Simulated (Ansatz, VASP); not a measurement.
# TiAl3 in VASP and in Ansatz

```
Ti Al
1.0
     3.95567    0.00000    0.07417
     0.00000    3.95567    0.00000
     0.07417    0.00000    3.95567
Ti Al
1 3
Direct
  0.00000 0.00000 0.00000
  0.50000 0.50000 0.00000
  0.50000 0.00000 0.50000
  0.00000 0.50000 0.50000
```

Change from the starting cell: strain +0.0375 x Voigt [0, 0, 0, 0, 1, 0], atoms carried along.

Alike in both runs: task single point; functional r2SCAN; k mesh 12 × 12 × 12; occupations gaussian, width 0.15 eV; no spin polarisation.

```csv
,VASP,Ansatz
version,VASP 6.6.1,Ansatz 0.2.0
potentials or method,"VASP PAW PBE potentials, release 64 (Ti_sv, Al), cutoff 520 eV","scalar-relativistic, plane waves, PAW"
valence electrons in the cell,21,21
```

Ansatz gave:

```
gap on the k mesh at the Fermi level (eV)                     : none
pressure (GPa)                                                : 0.3
traceless stress, the component that is largest in VASP (GPa) : -3.23
```

Question: Which values does VASP return?

Answer: gap on the k mesh at the Fermi level (eV): none; pressure (GPa): 0.2; traceless stress, the component that is largest in VASP (GPa): -3.23.

VASP's potentials were made for PBE, not for r2SCAN. A gap of «none» marks a metal or a gap that the smearing closes. With one functional, cell and mesh, what is left measures potentials, basis and numerics.
